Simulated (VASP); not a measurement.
# PbO (P4/nmm) in VASP: further runs, part 2 of 2

VASP 6.6.1.

## (4) Single point, PBEsol

This run uses another cell than the first one, of 20.94 Å³/atom.

The input, INCAR:

```
PREC     = Accurate       # precision mode
ENCUT    = 520            # plane-wave cutoff, eV
EDIFF    = 1E-6           # SCF threshold, eV
ISMEAR   = 0              # smearing method
SIGMA    = 0.01           # smearing width, eV
LREAL    = F              # projectors in reciprocal space
LASPH    = T              # aspherical terms in the spheres
NELM     = 60             # most SCF steps
ALGO     = Normal         # electronic algorithm
ISIF     = 2              # what is computed and relaxed
LWAVE    = F              # write WAVECAR
LCHARG   = F              # write CHGCAR
GGA      = PS             # functional
NBANDS   = 28             # bands
```

The input, KPOINTS:

```
regular mesh
0
Gamma
  6 6 6
```

The input, POSCAR:

```
PbO
1.0
    4.0554214637      0.0000000000      0.0000000000
    0.0000000000      4.0554214637      0.0000000000
    0.0000000000      0.0000000000      5.0921457476
Pb O
2 2
Direct
    0.0000000000      0.5000000000      0.2400000000
    0.5000000000      0.0000000000      0.7600000000
    0.0000000000      0.0000000000      0.0000000000
    0.5000000000      0.5000000000      0.0000000000
```

On the command line:

```sh
> cat potpaw_PBE.64/Pb_d/POTCAR potpaw_PBE.64/O/POTCAR > POTCAR
> mpirun -np 1 vasp_std > vasp.out
```

It took 90 s on 1 thread of Intel Xeon 8259CL, shared host; peak memory 0.23 GiB.

It converged, with:

```yaml
Free_energy: -22.8060 eV
Pressure: -4.4 GPa
Largest_force: 0.871 eV/Å
Band_gap_on_the_k_mesh: 1.17 eV (least direct gap 1.91 eV)
```

Forces in eV/Å, atoms in the order of the input:
```
Pb   0.000  0.000 -0.871
Pb   0.000  0.000  0.871
O    0.000  0.000  0.000
O    0.000  0.000  0.000
```

Stress tensor (GPa, compression positive):
```
-4.41  0.00  0.00
 0.00 -4.41  0.00
 0.00  0.00 -4.24
```

Levels at points of the mesh, in eV from the valence-band top:
```tsv
k point	band 16	band 17	band 18	band 19	band 20	band 21	band 22	band 23	band 24	band 25
(0.00, 0.00, 0.00)	-3.83	-1.42	-1.32	-1.32	0.00	2.26	5.43	5.43	5.45	6.42
(0.50, 0.00, 0.00)	-2.83	-2.62	-2.62	-1.46	-1.46	3.27	3.27	6.39	6.39	6.42
(0.50, 0.50, 0.00)	-3.02	-1.56	-1.56	-0.73	-0.73	1.17	1.17	5.12	5.12	7.58
(0.00, 0.00, 0.50)	-3.68	-1.46	-1.35	-1.35	-0.75	1.94	3.90	3.90	4.12	8.33
(0.50, 0.00, 0.50)	-3.31	-2.59	-2.59	-0.83	-0.83	3.00	3.00	6.08	6.08	7.11
(0.50, 0.50, 0.50)	-3.48	-2.13	-2.13	-0.74	-0.74	3.41	3.41	4.57	4.57	5.59
```

Caveat: the cell stands under tension; the PAW data sets were made with another functional, which shifts forces and pressure a little; spin-orbit coupling is left out, which moves the levels of the heavy elements. A hybrid or GW would open this gap; PBEsol tends to underestimate it.

## (5) Single point, PBEsol

This run uses another cell than the first one, of 21.44 Å³/atom.

The input, INCAR:

```
SYSTEM = PbO
ALGO = Normal
EDIFF = 1E-6
ENCUT = 520
GGA = PS
ISIF = 2
ISMEAR = 0
LASPH = .True.
LCHARG = .True.
LELF = .True.
LREAL = .False.
LVHAR = .True.
LWAVE = .False.
NBANDS = 28
NELM = 100
PREC = Accurate
SIGMA = 0.01
```

The input, KPOINTS:

```
k-points
0
Gamma
  6 6 6
  0 0 0
```

The input, POSCAR:

```
PbO
1.0
    4.0873552310      0.0000000000      0.0000000000
    0.0000000000      4.0873552310      0.0000000000
    0.0000000000      0.0000000000      5.1322430344
Pb O
2 2
Direct
    0.0000000000      0.5000000000      0.2400000000
    0.5000000000      0.0000000000      0.7600000000
    0.0000000000      0.0000000000      0.0000000000
    0.5000000000      0.5000000000      0.0000000000
```

Potentials or basis: VASP PAW PBE potentials, release 64 (Pb_d, O).

On the command line:

```sh
> cat potpaw_PBE.64/Pb_d/POTCAR potpaw_PBE.64/O/POTCAR > POTCAR
> mpirun -np 1 vasp_std > vasp.out
```

OUTCAR:

```text
SYSTEM = PbO
   EDIFF = 1E-6
   ENCUT = 520
   GGA = PS
   ISIF = 2
   ISMEAR = 0
   LASPH = .True.
   LREAL = .False.
   NELM = 100
   PREC = Accurate

 ion  position               nearest neighbor table
   1  0.000  0.500  0.240-   3 2.39   4 2.39   3 2.39   4 2.39   2 3.80   2 3.80   2 3.80   2 3.80
                             2 3.93   2 3.93   2 3.93   2 3.93
   2  0.500  0.000  0.760-   3 2.39   4 2.39   4 2.39   3 2.39   1 3.80   1 3.80   1 3.80   1 3.80
                             1 3.93   1 3.93   1 3.93   1 3.93
   3  0.000  0.000  0.000-   1 2.39   2 2.39   1 2.39   2 2.39
[... 949 lines left out ...]
  --------------------------------------------------------------------------------------
  -------------------------------------------------------------------------------------
  Total       -3.1624833     -3.1624833     -2.9562636      0.0000000      0.0000000      0.0000000
  in kB      -59.0944708    -59.0944708    -55.2410280      0.0000000      0.0000000      0.0000000
  external PRESSURE =     -57.8099899 kB  Pullay stress =       0.0000000 kB

 VOLUME and BASIS-vectors are now :
 -----------------------------------------------------------------------------
  energy-cutoff  :      520.00
  volume of cell :       85.74
      direct lattice vectors                 reciprocal lattice vectors
     4.087355231  0.000000000  0.000000000     0.244656983  0.000000000  0.000000000
     0.000000000  4.087355231  0.000000000     0.000000000  0.244656983  0.000000000
     0.000000000  0.000000000  5.132243034     0.000000000  0.000000000  0.194846579

 POSITION                                       TOTAL-FORCE (eV/Angst)
 -----------------------------------------------------------------------------------
      0.00000      2.04368      1.23174         0.000000      0.000000     -1.123080
      2.04368      0.00000      3.90050        -0.000000      0.000000      1.123080
      0.00000      0.00000      0.00000         0.000000      0.000000      0.000000
      2.04368      2.04368      0.00000         0.000000     -0.000000      0.000000
 -----------------------------------------------------------------------------------
    total drift:                                0.000000      0.000000      0.000000

  FREE ENERGIE OF THE ION-ELECTRON SYSTEM (eV)
  ---------------------------------------------------
  free  energy   TOTEN  =       -22.7447553651 eV

  energy  without entropy=      -22.7447553651  energy(sigma->0) =      -22.74475537
```

It took 85 s on 1 thread of Intel Xeon 8259CL, shared host; peak memory 0.23 GiB.

Results:

- Free energy: -22.7448 eV
- Pressure: -5.8 GPa
- Largest force: 1.123 eV/Å
- Band gap on the k mesh: 1.20 eV (least direct gap 1.84 eV)

Forces on the atoms (eV/Å):
```
Pb   0.000  0.000 -1.123
Pb   0.000  0.000  1.123
O    0.000  0.000  0.000
O    0.000  0.000  0.000
```

Caveat: the cell stands under tension; the PAW data sets were made with another functional, which shifts forces and pressure a little; spin-orbit coupling is left out, which moves the levels of the heavy elements. A k mesh can miss the band edges.

## (6) Single point, PBEsol

This run uses another cell than the first one, of 21.93 Å³/atom.

The input, INCAR:

```
SYSTEM = PbO
PREC = Accurate
ENCUT = 520
EDIFF = 1E-6
ISMEAR = 0
SIGMA = 0.01
LREAL = .FALSE.
LASPH = .TRUE.
NELM = 100
ALGO = Normal
ISIF = 2
LWAVE = .FALSE.
LCHARG = .FALSE.
GGA = PS
NBANDS = 28
```

The input, KPOINTS:

```
regular mesh
0
G
  6 6 6
  0 0 0
```

The input, POSCAR:

```
PbO
1.0
    4.1187976607      0.0000000000      0.0000000000
    0.0000000000      4.1187976607      0.0000000000
    0.0000000000      0.0000000000      5.1717233784
Pb O
2 2
Direct
    0.0000000000      0.5000000000      0.2400000000
    0.5000000000      0.0000000000      0.7600000000
    0.0000000000      0.0000000000      0.0000000000
    0.5000000000      0.5000000000      0.0000000000
```

Potentials or basis: VASP PAW PBE potentials, release 64 (Pb_d, O).

On the command line:

```sh
> cat potpaw_PBE.64/Pb_d/POTCAR potpaw_PBE.64/O/POTCAR > POTCAR
> mpirun -np 1 vasp_std > vasp.out
```

OUTCAR:

```text
SYSTEM = PbO
   PREC = Accurate
   ENCUT = 520
   EDIFF = 1E-6
   ISMEAR = 0
   LREAL = .FALSE.
   LASPH = .TRUE.
   NELM = 100
   ISIF = 2
   GGA = PS

 ion  position               nearest neighbor table
   1  0.000  0.500  0.240-   3 2.40   4 2.40   3 2.40   4 2.40   2 3.83   2 3.83   2 3.83   2 3.83
                             2 3.96   2 3.96   2 3.96   2 3.96
   2  0.500  0.000  0.760-   3 2.40   4 2.40   4 2.40   3 2.40   1 3.83   1 3.83   1 3.83   1 3.83
                             1 3.96   1 3.96   1 3.96   1 3.96
   3  0.000  0.000  0.000-   1 2.40   2 2.40   1 2.40   2 2.40
   4  0.500  0.500  0.000-   1 2.40   2 2.40   2 2.40   1 2.40

[... 949 lines left out ...]
  -------------------------------------------------------------------------------------
  Total       -3.9424665     -3.9424665     -3.6339399      0.0000000      0.0000000      0.0000000
  in kB      -71.9950090    -71.9950090    -66.3608777      0.0000000      0.0000000      0.0000000
  external PRESSURE =     -70.1169653 kB  Pullay stress =       0.0000000 kB

 VOLUME and BASIS-vectors are now :
 -----------------------------------------------------------------------------
  energy-cutoff  :      520.00
  volume of cell :       87.74
      direct lattice vectors                 reciprocal lattice vectors
     4.118797661  0.000000000  0.000000000     0.242789300  0.000000000  0.000000000
     0.000000000  4.118797661  0.000000000     0.000000000  0.242789300  0.000000000
     0.000000000  0.000000000  5.171723378     0.000000000  0.000000000  0.193359143

 POSITION                                       TOTAL-FORCE (eV/Angst)
 -----------------------------------------------------------------------------------
      0.00000      2.05940      1.24121        -0.000000      0.000000     -1.352313
      2.05940      0.00000      3.93051         0.000000      0.000000      1.352313
      0.00000      0.00000      0.00000         0.000000     -0.000000      0.000000
      2.05940      2.05940      0.00000         0.000000      0.000000      0.000000
 -----------------------------------------------------------------------------------
    total drift:                                0.000000     -0.000000     -0.000000

  FREE ENERGIE OF THE ION-ELECTRON SYSTEM (eV)
  ---------------------------------------------------
  free  energy   TOTEN  =       -22.6669294248 eV

  energy  without entropy=      -22.6669294248  energy(sigma->0) =      -22.66692942
```

OSZICAR:

```text
N       E                     dE             d eps       ncg     rms          rms(c)
DAV:   1     0.452931398466E+03    0.45293E+03   -0.19445E+04  2240   0.164E+03
DAV:   2     0.338535434847E+02   -0.41908E+03   -0.40275E+03  2320   0.439E+02
DAV:   3    -0.242187393739E+02   -0.58072E+02   -0.56244E+02  2844   0.176E+02
DAV:   4    -0.269862696332E+02   -0.27675E+01   -0.27556E+01  2588   0.402E+01
DAV:   5    -0.270755327258E+02   -0.89263E-01   -0.89255E-01  2564   0.779E+00    0.116E+01
DAV:   6    -0.230815265132E+02    0.39940E+01   -0.25165E+01  3292   0.363E+01    0.636E+00
DAV:   7    -0.227269567466E+02    0.35457E+00   -0.34850E+00  2840   0.132E+01    0.248E+00
DAV:   8    -0.226732218906E+02    0.53735E-01   -0.69620E-01  2336   0.525E+00    0.856E-01
DAV:   9    -0.226671398361E+02    0.60821E-02   -0.43814E-02  3400   0.155E+00    0.344E-01
DAV:  10    -0.226671520672E+02   -0.12231E-04   -0.11038E-02  2884   0.941E-01    0.813E-02
DAV:  11    -0.226669221984E+02    0.22987E-03   -0.13131E-03  3164   0.351E-01    0.367E-02
DAV:  12    -0.226669353450E+02   -0.13147E-04   -0.24276E-04  2972   0.117E-01    0.182E-02
DAV:  13    -0.226669289503E+02    0.63947E-05   -0.46378E-05  3368   0.544E-02    0.425E-03
DAV:  14    -0.226669294248E+02   -0.47446E-06   -0.39874E-06  2348   0.138E-02
   1 F= -.22666929E+02 E0= -.22666929E+02  d E =-.875716E-60
```

stdout:

```text
POSCAR found type information on POSCAR PbO
 POSCAR found :  2 types and       4 ions
 scaLAPACK will be used
 -----------------------------------------------------------------------------
|                                                                             |
|                                                                             |
|     You enforced a specific xc type in the INCAR file but a different       |
|     I HOPE YOU KNOW WHAT YOU ARE DOING!                                     |
|                                                                             |
 -----------------------------------------------------------------------------

 LDA part: xc-table for (Slater+PW92), standard interpolation
 POSCAR, INCAR and KPOINTS ok, starting setup
 FFT: planning ... GRIDC
 FFT: planning ... GRID_SOFT
 FFT: planning ... GRID
 WAVECAR not read
 entering main loop
```

Run time: 82 s. Hardware: 1 thread of Intel Xeon 8259CL, shared host; peak memory 0.24 GiB.

Results:

```
Free energy            : -22.6669 eV
Pressure               : -7.0 GPa
Largest force          : 1.352 eV/Å
Band gap on the k mesh : 1.23 eV (least direct gap 1.78 eV)
```

Forces on the atoms (eV/Å):
```
Pb   0.000  0.000 -1.352
Pb   0.000  0.000  1.352
O    0.000  0.000  0.000
O    0.000  0.000  0.000
```

Caveat: the cell stands under tension; the PAW data sets were made with another functional, which shifts forces and pressure a little; spin-orbit coupling is left out, which moves the levels of the heavy elements. PBEsol gaps usually lie below the measured ones, often by a third to a half.

## (7) Summary

| cell | gap on the mesh (eV) | pressure (GPa) | largest force (eV/Å) |
| --- | --- | --- | --- |
| a = 3.990, b = 3.990, c = 5.010 Å, 4 atoms | 1.10 | -0.8 | 0.29 |
| a = 4.023, b = 4.023, c = 5.051 Å, 4 atoms | 1.14 | -2.7 | 0.59 |
| a = 4.055, b = 4.055, c = 5.092 Å, 4 atoms | 1.17 | -4.4 | 0.87 |
| a = 4.087, b = 4.087, c = 5.132 Å, 4 atoms | 1.20 | -5.8 | 1.12 |
| a = 4.119, b = 4.119, c = 5.172 Å, 4 atoms | 1.23 | -7.0 | 1.35 |

Alike in all rows: task single point; level PBEsol; potentials or basis VASP PAW PBE potentials, release 64 (Pb_d, O); no spin polarisation; k mesh 6 × 6 × 6; cutoff (eV) 520; smearing gaussian 0.01 eV.

Caveats: the PAW data sets were made with another functional, which shifts forces and pressure a little; spin-orbit coupling is left out, which moves the levels of the heavy elements; the cell stands under tension (at least some runs).

Total energies depend on the potentials used, so only differences within one code and one set of settings carry meaning.
